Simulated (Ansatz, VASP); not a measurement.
## Two plane-wave programs on Zr

Contents of INCAR:

```
ALGO = Normal
EDIFF = 1E-6
ENCUT = 500
GGA = PS
GGA_COMPAT = False
ISIF = 2
ISMEAR = -1
LASPH = True
LCHARG = False
LREAL = False
LWAVE = False
NBANDS = 12
NELM = 120
PREC = Accurate
SIGMA = 0.08
```

KPOINTS

```
k-points
0
Gamma
  15 15 15
```

POSCAR

```
Zr
1.0
   -1.6684398517      1.6684398517      1.6684398517
    1.6684398517     -1.6684398517      1.6684398517
    1.6684398517      1.6684398517     -1.6684398517
Zr
1
Direct
    0.0000000000      0.0000000000      0.0000000000
```

Input for Ansatz:

```yaml
crystal:
  lattice:
    - [-1.6684398517, 1.6684398517, 1.6684398517]
    - [1.6684398517, -1.6684398517, 1.6684398517]
    - [1.6684398517, 1.6684398517, -1.6684398517]
  atoms:
    - { symbol: Zr, position: [0.0, 0.0, 0.0] }
kpoints:
  mp_grid: { grid: [15, 15, 15] }
scf:
  occupations: { method: fermi_dirac, width: 0.08 }
hamiltonian:
  xc: pbesol
  pseudopotentials: { kind: paw }
output:
  forces: true
  stress: true
  eigenvalues: true
  populations: true
```

Change from the starting cell: volume scaled by 0.85, PAW files.

Alike in both runs: task single point; functional PBEsol; k mesh 15 × 15 × 15; occupations fermi-dirac, width 0.08 eV; no spin polarisation.

|  | VASP | Ansatz |
| --- | --- | --- |
| version | VASP 6.6.1 | Ansatz 0.2.0 |
| potentials or method | VASP PAW PBE potentials, release 64 (Zr_sv) | PAW with Ansatz's default frozen-core files, scalar-relativistic |
| plane-wave cutoff (eV) | 500 | 420 |
| valence electrons in the cell | 12 | 12 |

Ansatz gave:

- pressure (GPa): 19.1

**Question.** Which values does VASP return?

**Answer.** Pressure (GPa): 19.3.

VASP's potentials were made for PBE, not for PBEsol. The functional is the same, so the differences come from potentials, cutoffs and numerics.
